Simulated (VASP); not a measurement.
Set up this calculation in VASP 6.6.1, as the native input.

```yaml
Task: single point
Functional: PBEsol
Potentials_or_basis: VASP PAW PBE potentials, release 64 (Ti_sv, B)
Cutoff: 520 eV
k_mesh: 10 × 10 × 8
Occupations: fermi-dirac, width 0.05 eV
Spin: no spin polarisation
Dipole_correction: no
Further_INCAR_settings: ALGO = Normal; EDIFF = 1e-06; NBANDS = 16
```

The structure of TiB2 lies in POSCAR:

```
TiB2
1.0
    3.0690624661      0.0000000000      0.0000000000
   -1.5345312330      2.6578860614      0.0000000000
    0.0000000000      0.0000000000      3.2708838193
Ti B
1 2
Direct
    0.0000000000      0.0000000000      0.0000000000
    0.6666666667      0.3333333333      0.5000000000
    0.3333333333      0.6666666667      0.5000000000
```

One way to write it, as run:

INCAR

```
SYSTEM = TiB2
ALGO     = Normal         ! electronic algorithm
EDIFF    = 1E-6           ! SCF threshold, eV
ENCUT    = 520            ! plane-wave cutoff, eV
GGA      = PS             ! functional
ISIF     = 2              ! what is computed and relaxed
ISMEAR   = -1             ! smearing method
LASPH    = .True.         ! aspherical terms in the spheres
LCHARG   = .False.        ! write CHGCAR
LREAL    = .False.        ! projectors in reciprocal space
LWAVE    = .False.        ! write WAVECAR
NBANDS   = 16             ! bands
NELM     = 80             ! most SCF steps
PREC     = Accurate       ! precision mode
SIGMA    = 0.05           ! smearing width, eV
```

KPOINTS

```
k-points
0
Gamma
  10 10 8
  0 0 0
```

Potentials or basis: VASP PAW PBE potentials, release 64 (Ti_sv, B).

Launch:

```bash
$ cat potpaw_PBE.64/Ti_sv/POTCAR potpaw_PBE.64/B/POTCAR > POTCAR
$ mpirun -np 1 vasp_std > vasp.out
```

It gave:

| Item | Value |
| --- | --- |
| Pressure | -13.7 GPa |
| Band gap on the k mesh | zero (band 9 reaches 9.83 eV, above the bottom of band 10 at 9.30 eV) |

Caveat: the PAW data sets were made with another functional, which shifts forces and pressure a little.

Wall time 14 s on 1 thread of Intel(R) Xeon(R) Platinum 8488C (Sapphire Rapids), on a shared host, peak memory 0.15 GiB.
